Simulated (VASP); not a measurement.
**Cd: single point with revPBE**

Crystal: Cd.

```xyz
4
Lattice="3.0962 0.0000 0.0000 -1.5481 2.6814 0.0000 0.0000 0.0000 10.1315" Properties=species:S:1:pos:R:3 pbc="T T T"
Cd   -1.5481    2.6814    0.0000
Cd    0.0000    0.0000    5.0658
Cd    0.0000    1.7876    2.5329
Cd    1.5481    0.8938    7.5986
```

```json
{"Program": "VASP 6.6.1", "Task": "single point", "Functional": "revPBE", "Potentials or basis": "VASP PAW PBE potentials, release 64 (Cd)", "Cutoff": "520 eV", "k mesh": "13 × 13 × 4", "Occupations": "fermi-dirac, width 0.1 eV", "Spin": "no spin polarisation"}
```

```
Pressure               : 6.6 GPa
Band gap on the k mesh : zero (bands 24 and 25 overlap by 2.83 eV)
```

Stress tensor (GPa, compression positive):
```
6.34 0.00 0.00
0.00 6.34 0.00
0.00 0.00 7.17
```

Levels at points of the mesh, in eV from the Fermi level:
```
           k point  band 21  band 22  band 23  band 24  band 25  band 26  band 27  band 28
(0.00, 0.00, 0.00)    -8.59    -7.43    -7.41    -2.66    -1.45     6.22     6.22    12.75
(0.00, 0.00, 0.50)    -8.67    -8.67    -5.19    -5.19     1.81     1.81    11.04    11.04
```

Wall time 76 s on 1 thread of AMD EPYC 9R45 96-Core Processor (Zen 5), on a shared host, peak memory 0.24 GiB.

Caveat: the cell stands under pressure; the PAW data sets were made with another functional, which shifts forces and pressure a little.
